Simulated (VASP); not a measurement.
Write the native input for VASP 6.6.1 that does the following.

- Task: single point
- Functional: PBE
- Potentials or basis: VASP PAW PBE potentials, release 64 (O, S, Mg)
- Cutoff: 520 eV
- k mesh: 8 × 8 × 8
- Occupations: gaussian, width 0.01 eV
- Spin: no spin polarisation
- Dipole correction: no
- Further INCAR settings: ALGO = Normal; EDIFF = 1e-06; NBANDS = 16

The structure of Mg2SO lies in POSCAR:

```
Mg2SO
1.0
    1.6659361846      0.9618287046      5.4902157910
   -1.6659361846      0.9618287046      5.4902157910
    0.0000000000     -1.9236574092      5.4902157910
O S Mg
1 1 2
Direct
    1.0000000000      0.0000000000      0.0000000000
    0.5000000000      0.5000000000      0.5000000000
    0.2614704948      0.2614704948      0.2614704948
    0.7385295052      0.7385295052      0.7385295052
```

These files were run (other wordings do the same):

INCAR

```
SYSTEM = Mg2SO
PREC = Accurate ; ENCUT = 520
EDIFF = 1E-6 ; ISMEAR = 0
SIGMA = 0.01 ; LREAL = .False.
LASPH = .True. ; NELM = 80
ALGO = Normal ; ISIF = 2
LWAVE = .False. ; LCHARG = .False.
GGA = PE ; NBANDS = 16
```

KPOINTS

```
Automatic mesh
0
Gamma
  8 8 8
  0 0 0
```

Potentials or basis: VASP PAW PBE potentials, release 64 (O, S, Mg).

Command:

```bash
$ cat potpaw_PBE.64/O/POTCAR potpaw_PBE.64/S/POTCAR potpaw_PBE.64/Mg/POTCAR > POTCAR
$ mpirun -np 1 vasp_std > vasp.out
```

Results of the run:

| Item | Value |
| --- | --- |
| Pressure | 2.7 GPa |
| Largest force | 0.057 eV/Å |
| Band gap on the k mesh | 1.02 eV |

It took 100 s on 1 thread of Intel(R) Xeon(R) Platinum 8488C (Sapphire Rapids), on a shared host, peak memory 0.33 GiB.
